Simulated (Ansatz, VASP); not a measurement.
## One calculation of Sn32HO32, two programs

```
Sn O H
1.0
   -10.94765    0.00000    0.00000
     0.00000  -10.95118    0.00000
     0.00000    5.47559   10.22196
Sn O H
32 32 1
Direct
  0.00077 0.30885 0.86374
  0.99959 0.81081 0.86341
  0.74648 0.05220 0.86162
  0.74926 0.55489 0.86080
  0.50000 0.80052 0.85736
  0.49955 0.30288 0.86271
  0.25313 0.56084 0.86340
  0.24834 0.05887 0.86268
  0.00142 0.20114 0.14196
  0.00189 0.69963 0.14268
  0.74832 0.94092 0.14049
  0.75483 0.44311 0.13798
  0.50167 0.68813 0.14042
  0.49841 0.18578 0.13556
  0.25356 0.44696 0.14174
  0.24862 0.94600 0.14074
  0.99881 0.06253 0.36735
  0.00287 0.56452 0.37044
  0.75089 0.80643 0.36939
  0.74717 0.30519 0.36134
  0.50470 0.55181 0.36941
  0.49805 0.05353 0.36776
  0.25171 0.31007 0.36900
  0.25393 0.80932 0.36963
  0.00330 0.44922 0.63992
  0.99737 0.94568 0.63560
  0.74934 0.19080 0.63874
  0.75209 0.68859 0.63116
  0.49533 0.93539 0.62970
  0.50047 0.43542 0.63126
  0.25097 0.69470 0.63041
  0.25018 0.19686 0.63591
  0.87226 0.12766 0.24973
  0.87873 0.63010 0.25361
  0.62493 0.86916 0.25403
  0.63098 0.35661 0.23483
  0.37922 0.62450 0.25770
  0.37201 0.12434 0.25670
  0.12800 0.38302 0.25619
  0.12396 0.88371 0.25564
  0.87336 0.12755 0.75510
  0.87624 0.62753 0.75158
  0.62136 0.86433 0.74116
  0.62591 0.36980 0.75013
  0.37693 0.62048 0.73869
  0.37183 0.12275 0.74562
  0.12767 0.38167 0.75282
  0.12270 0.87990 0.74715
  0.87678 0.37489 0.74802
  0.87221 0.87453 0.74714
  0.62400 0.12118 0.75144
  0.62715 0.61466 0.74200
  0.37153 0.87964 0.75724
  0.37685 0.37653 0.75247
  0.12562 0.63291 0.75703
  0.12248 0.12942 0.74693
  0.87411 0.88114 0.25751
  0.87886 0.38340 0.25822
  0.62888 0.62046 0.25583
  0.62094 0.11770 0.25305
  0.37742 0.37168 0.25190
  0.37527 0.87056 0.24907
  0.12287 0.13306 0.25467
  0.12879 0.63176 0.25456
  0.39270 0.73235 0.51098
```

Alike in both runs: task single point; functional PBE; k mesh 1 × 1 × 1; occupations gaussian, width 0.05 eV; collinear spin.

|  | VASP | Ansatz |
| --- | --- | --- |
| version | VASP 6.6.1 | Ansatz 0.2.0 |
| potentials or method | VASP PAW PBE potentials, release 64 (Sn_d, O, H), cutoff 520 eV | scalar-relativistic, plane waves, PAW |
| valence electrons in the cell | 641 | 641 |

VASP gave:

- rms of the force components (eV/Å): 0.032

What did Ansatz give for the same quantities?

rms of the force components (eV/Å): 0.008.

Atom by atom the forces differ by 0.030 eV/Å (rms over components). The functional is the same, so the differences come from potentials, cutoffs and numerics. Ansatz's warnings: stability check not made.
